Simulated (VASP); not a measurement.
# InSb (P4/mmm) in VASP: a series of runs

Runs on InSb. Level: LDA. Tasks: single point.

All numbers are computed with VASP 6.6.1; they aren't measurements. Logs are shortened: lines on timing, memory, paths and dates and some standing lists are left out, and cuts for length are marked.

## Step 1: The cell of the first run

Symmetry: P4/mmm, No. 123, tetragonal system. Conventional cell: a = 3.069 Å, b = 3.069 Å, c = 5.795 Å, α = 90.00°, β = 90.00°, γ = 90.00°. Within 3.8 Å of In (site symmetry 4/mmm) lie 2 Sb at 2.90 Å and 4 In at 3.07 Å. Within 3.8 Å of Sb (site symmetry 4/mmm) lie 2 In at 2.90 Å and 4 Sb at 3.07 Å.

## Step 2: Single point, LDA (27.30 Å³/atom)

File INCAR:

```
SYSTEM = InSb
ALGO = Normal ; EDIFF = 1E-6
ENCUT = 520 ; ISIF = 2
ISMEAR = 0 ; LASPH = .True.
LCHARG = .True. ; LELF = .True.
LREAL = .False. ; LVHAR = .True.
LWAVE = .False. ; NBANDS = 16
NELM = 100 ; PREC = Accurate
SIGMA = 0.15
```

File KPOINTS:

```
k-points
0
Gamma
  16 16 8
  0 0 0
```

File POSCAR:

```
InSb
1.0
    3.0693367809      0.0000000000      0.0000000000
    0.0000000000      3.0693367809      0.0000000000
    0.0000000000      0.0000000000      5.7949078423
In Sb
1 1
Direct
    0.0000000000      0.0000000000      0.0000000000
    0.0000000000      0.0000000000      0.5000000000
```

Potentials or basis: VASP PAW LDA potentials, release 64 (In_d, Sb).

Command:

```bash
$ cat potpaw_LDA.64/In_d/POTCAR potpaw_LDA.64/Sb/POTCAR > POTCAR
$ mpirun -np 1 vasp_std > vasp.out
```

OUTCAR:

```text
SYSTEM = InSb
   EDIFF = 1E-6
   ENCUT = 520
   ISIF = 2
   ISMEAR = 0
   LASPH = .True.
   LREAL = .False.
   NELM = 100
   PREC = Accurate

 ion  position               nearest neighbor table
   1  0.000  0.000  0.000-   2 2.90   2 2.90
   2  0.000  0.000  0.500-   1 2.90   1 2.90

  LATTYP: Found a simple tetragonal cell.
 ALAT       =     3.0693367809
 C/A-ratio  =     1.8880000000

  Lattice vectors:

 A1 = (   3.0693367809,   0.0000000000,   0.0000000000)
 A2 = (   0.0000000000,   3.0693367809,   0.0000000000)
 A3 = (   0.0000000000,   0.0000000000,   5.7949078423)

Analysis of symmetry for initial positions (statically):
=====================================================================
 Subroutine PRICEL returns:
 Original cell was already a primitive cell.

 Routine SETGRP: Setting up the symmetry group for a
 simple tetragonal supercell.

 Subroutine GETGRP returns: Found 16 space group operations
 (whereof 16 operations were pure point group operations)
 out of a pool of 16 trial point group operations.

The static configuration has the point symmetry D_4h.

Analysis of symmetry for dynamics (positions and initial velocities):
=====================================================================
 Subroutine PRICEL returns:
 Original cell was already a primitive cell.

 Routine SETGRP: Setting up the symmetry group for a
 simple tetragonal supercell.

 Subroutine GETGRP returns: Found 16 space group operations
 (whereof 16 operations were pure point group operations)
 out of a pool of 16 trial point group operations.

The dynamic configuration has the point symmetry D_4h.

 Subroutine INISYM returns: Found 16 space group operations
 (whereof 16 operations are pure point group operations),
 and found     1 'primitive' translations

----------------------------------------------------------------------------------------

                                     Primitive cell

  volume of cell :      54.5928

  direct lattice vectors                    reciprocal lattice vectors
     3.069336781  0.000000000  0.000000000     0.325803283  0.000000000  0.000000000
     0.000000000  3.069336781  0.000000000     0.000000000  0.325803283  0.000000000
     0.000000000  0.000000000  5.794907842     0.000000000  0.000000000  0.172565298

  length of vectors
     3.069336781  3.069336781  5.794907842     0.325803283  0.325803283  0.172565298

  position of ions in fractional coordinates (direct lattice)
     0.000000000  0.000000000  0.000000000
     0.000000000  0.000000000  0.500000000

  ion indices of the primitive-cell ions
   primitive index   ion index
                 1           1
                 2           2

----------------------------------------------------------------------------------------

 KPOINTS: k-points

Automatic generation of k-mesh.
 Grid dimensions read from file:
 generate k-points for:   16   16    8

 Generating k-lattice:

  Cartesian coordinates                     Fractional coordinates (reciprocal lattice)
     0.020362705  0.000000000  0.000000000     0.062500000  0.000000000  0.000000000
     0.000000000  0.020362705  0.000000000     0.000000000  0.062500000  0.000000000
     0.000000000  0.000000000  0.021570662     0.000000000  0.000000000  0.125000000

  Length of vectors
     0.020362705  0.020362705  0.021570662

  Shift w.r.t. Gamma in fractional coordinates (k-lattice)
     0.000000000  0.000000000  0.000000000

 Subroutine IBZKPT returns following result:
 ===========================================

 Found    225 irreducible k-points:

 Following reciprocal coordinates:
            Coordinates               Weight
  0.000000  0.000000  0.000000      1.000000
  0.062500  0.000000  0.000000      4.000000
  0.125000  0.000000  0.000000      4.000000
  0.187500  0.000000  0.000000      4.000000
  0.250000  0.000000  0.000000      4.000000
  0.312500  0.000000  0.000000      4.000000
[... 16 lines left out ...]
  0.437500  0.125000  0.000000      8.000000
  0.500000  0.125000  0.000000      4.000000
 [... further k-points ...]
   k-points           NKPTS =    225   k-points in BZ     NKDIM =    225   number of bands    NBANDS=     16
   number of dos      NEDOS =    301   number of ions     NIONS =      2
   total plane-waves  NPLWV =  27648
   dimension x,y,z NGX =    24 NGY =   24 NGZ =   48
   dimension x,y,z NGXF=    48 NGYF=   48 NGZF=   96
   ions per type =               1   1
   NGX,Y,Z   is equivalent  to a cutoff of  13.00, 13.00, 13.77 a.u.
   NGXF,Y,Z  is equivalent  to a cutoff of  26.00, 26.00, 27.54 a.u.
 SYSTEM =  InSb
   PREC   = accura    normal or accurate (medium, high low for compatibility)
   ISTART =      0    job   : 0-new  1-cont  2-samecut
   ICHARG =      2    charge: 1-file 2-atom 10-const
   ISPIN  =      1    spin polarized calculation?
   LNONCOLLINEAR =      F non collinear calculations
   LSORBIT =      F    spin-orbit coupling
   LASPH  =      T    aspherical Exc in radial PAW
   ENCUT  =  520.0 eV  38.22 Ry    6.18 a.u.   5.71  5.71 10.77*2*pi/ulx,y,z
   NELM   =    100;   NELMIN=  2; NELMDL= -5     # of ELM steps
   EDIFF  = 0.1E-05   stopping-criterion for ELM
   LREAL  =      F    real-space projection
   EDIFFG = 0.1E-04   stopping-criterion for IOM
   NSW    =      0    number of steps for IOM
   IBRION =     -1    ionic relax: 0-MD 1-quasi-New 2-CG
   NFREE  =      0    steps in history (QN), initial steepest desc. (CG)
   ISIF   =      2    stress and relaxation
   ISYM   =      2    0-nonsym 1-usesym 2-fastsym
   POTIM  = 0.5000    time-step for ionic-motion
   TEBEG  =    0.0;   TEEND  =   0.0 temperature during run
   PSTRESS=    0.0 pullay stress
   NELECT =      18.0000    total number of electrons
   NUPDOWN=      -1.0000    fix difference up-down
   EMIN   =  10.00;   EMAX   =-10.00  energy-range for DOS
   EFERMI =   0.00;   METHOD = LEGACY
   ISMEAR =     0;   SIGMA  =   0.15  broadening in eV -4-tet -1-fermi 0-gaus
   EFERMI_NEDOS =   21; number of points for ismear=-14 and -15
   IALGO  =     38    algorithm
   IMIX   =      4    mixing-type and parameters
     AMIX     =   0.40;   BMIX     =  1.00
     AMIX_MAG =   1.60;   BMIX_MAG =  1.00
  volume/ion in A,a.u.               =      27.30       184.21
  Fermi-wavevector in a.u.,A,eV,Ry     =   1.130977  2.137237 17.403336  1.279109
  Thomas-Fermi vector in A             =   2.267675
   LORBIT       =      0    0 simple, 1 ext, 2 COOP (PROOUT), +10 PAW based schemes
   GGA     = CA    functional components
   LHFCALC =     F    Hartree Fock is set to
   AEXX    =    0.0000 exact exchange contribution
   IVDW    =     0    specifies the selected vdW correction
   LEPSILON=     F    determine dielectric tensor
   LRPA    =     F    only Hartree local field effects (RPA)
 non-spin polarized calculation
 Gauss-broadening in eV      SIGMA  =   0.15
  energy-cutoff  :      520.00
  volume of cell :       54.59
 maximum number of plane-waves:      1492
 NGX is ok and might be reduce to    24
   NGX = 11   NGY = 11   NGZ = 21

 number of electron      17.9999987 magnetization

 Free energy of the ion-electron system (eV)
  ---------------------------------------------------
  ext. energy  EPLUGINS =         0.00000000
  ---------------------------------------------------
  free energy    TOTEN  =        -7.90960819 eV

  energy without entropy =       -7.89716150  energy(sigma->0) =       -7.90338484

 E-fermi :   7.3658     XC(G=0): -10.2075

 val. band max:        7.3640462669   @ k =   0.3125   0.2500   0.2500
 cond. band min:       7.3694813501   @ k =   0.4375   0.3750   0.3750
 fundamental gap:      0.0054350831
 Fermi energy:         7.3657642758

 k-point     1 :       0.0000    0.0000    0.0000
  band No.  band energies     occupation
      1      -7.5699      2.00000
      2      -7.4462      2.00000
      3      -6.9953      2.00000
      4      -6.9953      2.00000
      5      -6.8831      2.00000
      6      -4.6164      2.00000
[... 8 lines left out ...]
     15      16.3205      0.00000
     16      18.1995      0.00000

 k-point     2 :       0.0625    0.0000    0.0000
  band No.  band energies     occupation
      1      -7.5560      2.00000
      2      -7.4375      2.00000
      3      -7.0053      2.00000
      4      -6.9944      2.00000
      5      -6.8903      2.00000
      6      -4.5568      2.00000
[... 8 lines left out ...]
     15      16.3985      0.00000
     16      17.7212      0.00000

 k-point     3 :       0.1250    0.0000    0.0000
  band No.  band energies     occupation
      1      -7.5230      2.00000
      2      -7.4062      2.00000
      3      -7.0336      2.00000
      4      -6.9921      2.00000
      5      -6.9109      2.00000
      6      -4.3785      2.00000
[... 8 lines left out ...]
     15      16.6288      0.00000
     16      17.4095      0.00000

 k-point     4 :       0.1875    0.0000    0.0000
  band No.  band energies     occupation
      1      -7.4907      2.00000
      2      -7.3428      2.00000
      3      -7.0754      2.00000
      4      -6.9887      2.00000
      5      -6.9415      2.00000
      6      -4.0839      2.00000
[... 8 lines left out ...]
     15      17.0001      0.00000
     16      18.0700      0.00000
[... 324 lines left out ...]
 k-point    22 :       0.3750    0.1250    0.0000
  band No.  band energies     occupation
      1      -7.3625      2.00000
      2      -7.2057      2.00000
      3      -7.0848      2.00000
      4      -7.0580      2.00000
      5      -7.0124      2.00000
      6      -2.4059      2.00000
[... 8 lines left out ...]
     15      16.7935      0.00000
     16      18.0157      0.00000

 k-point    23 :       0.4375    0.1250    0.0000
  band No.  band energies     occupation
      1      -7.3552      2.00000
      2      -7.2316      2.00000
      3      -7.1059      2.00000
      4      -7.0098      2.00000
      5      -7.0019      2.00000
      6      -1.9176      2.00000
[... 8 lines left out ...]
     15      16.9434      0.00000
     16      18.4432      0.00000

 k-point    24 :       0.5000    0.1250    0.0000
  band No.  band energies     occupation
      1      -7.3527      2.00000
      2      -7.2407      2.00000
      3      -7.1134      2.00000
      4      -7.0089      2.00000
      5      -6.9821      2.00000
      6      -1.7011      2.00000
[... 8 lines left out ...]
     15      17.2078      0.00000
     16      18.6386      0.00000

 [... further k-points ...]

------------------------ aborting loop because EDIFF is reached ----------------------------------------

  FORCE on cell =-STRESS in cart. coord.  units (eV):
  Direction    XX          YY          ZZ          XY          YZ          ZX
  --------------------------------------------------------------------------------------
  -------------------------------------------------------------------------------------
  Total       -0.7620529     -0.7620529      1.8835957      0.0000000      0.0000000     -0.0000000
  in kB      -22.3645452    -22.3645452     55.2793153      0.0000000      0.0000000     -0.0000000
  external PRESSURE =       3.5167417 kB  Pullay stress =       0.0000000 kB

 VOLUME and BASIS-vectors are now :
 -----------------------------------------------------------------------------
  energy-cutoff  :      520.00
  volume of cell :       54.59
      direct lattice vectors                 reciprocal lattice vectors
     3.069336781  0.000000000  0.000000000     0.325803283  0.000000000  0.000000000
     0.000000000  3.069336781  0.000000000     0.000000000  0.325803283  0.000000000
     0.000000000  0.000000000  5.794907842     0.000000000  0.000000000  0.172565298

 POSITION                                       TOTAL-FORCE (eV/Angst)
 -----------------------------------------------------------------------------------
      0.00000      0.00000      0.00000         0.000000      0.000000      0.000000
      0.00000      0.00000      2.89745         0.000000      0.000000      0.000000
 -----------------------------------------------------------------------------------
    total drift:                                0.000000      0.000000     -0.000000

  FREE ENERGIE OF THE ION-ELECTRON SYSTEM (eV)
  ---------------------------------------------------
  free  energy   TOTEN  =        -7.9096081871 eV

  energy  without entropy=       -7.8971614975  energy(sigma->0) =       -7.90338484
```

Wall time 42 s (1 thread of Intel Xeon 6975P-C (Granite Rapids), shared host); peak memory 0.31 GiB.

Results:

```
Free energy            : -7.9096 eV
Pressure               : 0.4 GPa
Band gap on the k mesh : zero (bands 9 and 10 overlap by 5.57 eV)
```

Levels at points of the mesh, in eV from the Fermi level:
```csv
k point,band 6,band 7,band 8,band 9,band 10,band 11,band 12,band 13
"(0.00, 0.00, 0.00)",-11.98,-6.63,-5.01,3.83,3.83,6.75,7.46,8.40
"(0.50, 0.00, 0.00)",-9.30,-5.37,-3.13,-2.78,-1.41,2.99,5.96,9.41
"(0.50, 0.50, 0.00)",-6.48,-3.21,-3.21,-0.67,0.84,1.11,1.11,2.51
"(0.00, 0.00, 0.50)",-11.80,-8.57,-0.15,0.78,4.13,4.13,7.54,7.75
"(0.50, 0.00, 0.50)",-9.25,-5.35,-4.94,-2.61,2.50,3.58,6.25,6.36
"(0.50, 0.50, 0.50)",-6.50,-2.87,-2.87,-2.21,0.05,0.05,2.88,4.53
```

Caveat: spin-orbit coupling is left out, which moves the levels of the heavy elements.

## Step 3: Single point, LDA (29.48 Å³/atom)

This run uses another cell than the first one, of 29.48 Å³/atom.

File INCAR:

```
SYSTEM = InSb
PREC = Accurate
ENCUT = 520
EDIFF = 1E-6
ISMEAR = 0
SIGMA = 0.15
LREAL = .False.
LASPH = .True.
NELM = 100
ALGO = Normal
ISIF = 2
LWAVE = .False.
LCHARG = .False.
GGA = CA
NBANDS = 16
```

File KPOINTS:

```
regular mesh
0
Gamma
  16 16 8
  0 0 0
```

File POSCAR:

```
InSb
1.0
    2.9648479544      0.0000000000      0.0000000000
    0.0000000000      2.9648479544      0.0000000000
    0.0000000000      0.0000000000      6.7073755272
In Sb
1 1
Direct
    0.0000000000      0.0000000000      0.0000000000
    0.0000000000      0.0000000000      0.5000000000
```

Potentials or basis: VASP PAW LDA potentials, release 64 (In_d, Sb).

Command:

```bash
$ cat potpaw_LDA.64/In_d/POTCAR potpaw_LDA.64/Sb/POTCAR > POTCAR
$ mpirun -np 1 vasp_std > vasp.out
```

Wall time 44 s (1 thread of Intel Xeon 6975P-C (Granite Rapids), shared host); peak memory 0.33 GiB.

It converged, with:

```yaml
Free_energy: -7.7887 eV
Pressure: -2.0 GPa
Band_gap_on_the_k_mesh: zero (bands 9 and 10 overlap by 4.97 eV)
```

Stress tensor (GPa, compression positive):
```
 0.89  0.00  0.00
 0.00  0.89  0.00
 0.00  0.00 -7.67
```

Levels at points of the mesh, in eV from the Fermi level:
| k point | band 5 | band 6 | band 7 | band 8 | band 9 | band 10 | band 11 | band 12 | band 13 | band 14 |
| --- | --- | --- | --- | --- | --- | --- | --- | --- | --- | --- |
| (0.00, 0.00, 0.00) | -14.18 | -11.88 | -7.60 | -4.52 | 3.06 | 5.04 | 5.04 | 6.77 | 8.30 | 9.39 |
| (0.50, 0.00, 0.00) | -14.22 | -8.79 | -5.21 | -3.55 | -2.14 | -1.77 | 2.94 | 5.99 | 7.60 | 10.01 |
| (0.50, 0.50, 0.00) | -13.93 | -5.40 | -2.81 | -2.81 | 0.78 | 0.78 | 0.87 | 0.93 | 3.01 | 6.01 |
| (0.00, 0.00, 0.50) | -14.18 | -11.82 | -8.26 | -2.04 | -0.71 | 5.12 | 5.12 | 8.32 | 8.98 | 8.98 |
| (0.50, 0.00, 0.50) | -14.22 | -8.77 | -5.08 | -4.40 | -2.56 | 0.84 | 2.52 | 4.95 | 5.88 | 7.67 |
| (0.50, 0.50, 0.50) | -13.93 | -5.40 | -2.72 | -2.72 | -0.53 | 0.45 | 0.45 | 3.17 | 4.12 | 5.01 |

Caveat: spin-orbit coupling is left out, which moves the levels of the heavy elements.

## Step 4: Single point, LDA (29.48 Å³/atom)

This run uses another cell than the first one, of 29.48 Å³/atom.

File INCAR:

```
SYSTEM = InSb
PREC = Accurate
ENCUT = 520
EDIFF = 1E-6
ISMEAR = 0
SIGMA = 0.15
LREAL = .FALSE.
LASPH = .TRUE.
NELM = 60
ALGO = Normal
ISIF = 2
LWAVE = .FALSE.
LCHARG = .FALSE.
NBANDS = 16
```

File KPOINTS:

```
regular mesh
0
G
  16 16 8
  0 0 0
```

File POSCAR:

```
InSb
1.0
    3.0864522883      0.0000000000      0.0000000000
    0.0000000000      3.0864522883      0.0000000000
    0.0000000000      0.0000000000      6.1892544725
In Sb
1 1
Direct
    0.0000000000      0.0000000000      0.0000000000
    0.0000000000      0.0000000000      0.5000000000
```

Command:

```bash
$ cat potpaw_LDA.64/In_d/POTCAR potpaw_LDA.64/Sb/POTCAR > POTCAR
$ mpirun -np 1 vasp_std > vasp.out
```

Wall time 41 s (1 thread of Intel Xeon 6975P-C (Granite Rapids), shared host); peak memory 0.32 GiB.

It converged, with:

```
Free energy            : -7.9167 eV
Pressure               : -3.5 GPa
Band gap on the k mesh : zero (bands 9 and 10 overlap by 5.75 eV)
```

Stress tensor (GPa, compression positive):
```
-3.69  0.00  0.00
 0.00 -3.69  0.00
 0.00  0.00 -3.19
```

Levels at points of the mesh, in eV from the Fermi level:
| k point | band 5 | band 6 | band 7 | band 8 | band 9 | band 10 | band 11 | band 12 | band 13 | band 14 |
| --- | --- | --- | --- | --- | --- | --- | --- | --- | --- | --- |
| (0.00, 0.00, 0.00) | -14.19 | -11.53 | -6.83 | -4.51 | 4.11 | 4.11 | 5.22 | 7.70 | 8.35 | 8.71 |
| (0.50, 0.00, 0.00) | -14.24 | -8.94 | -4.93 | -3.39 | -2.24 | -1.54 | 3.05 | 6.19 | 7.77 | 10.39 |
| (0.50, 0.50, 0.00) | -14.00 | -6.19 | -2.82 | -2.82 | -0.09 | 0.44 | 0.97 | 0.97 | 2.84 | 5.91 |
| (0.00, 0.00, 0.50) | -14.19 | -11.40 | -8.09 | -0.84 | 0.26 | 4.29 | 4.29 | 7.76 | 7.93 | 7.93 |
| (0.50, 0.00, 0.50) | -14.23 | -8.88 | -4.87 | -4.65 | -2.36 | 1.68 | 3.04 | 5.83 | 6.35 | 6.65 |
| (0.50, 0.50, 0.50) | -14.00 | -6.18 | -2.61 | -2.61 | -1.69 | 0.27 | 0.27 | 3.15 | 4.58 | 4.71 |

Caveat: the cell stands under tension; spin-orbit coupling is left out, which moves the levels of the heavy elements.

(Continued in part 2 of 2.)
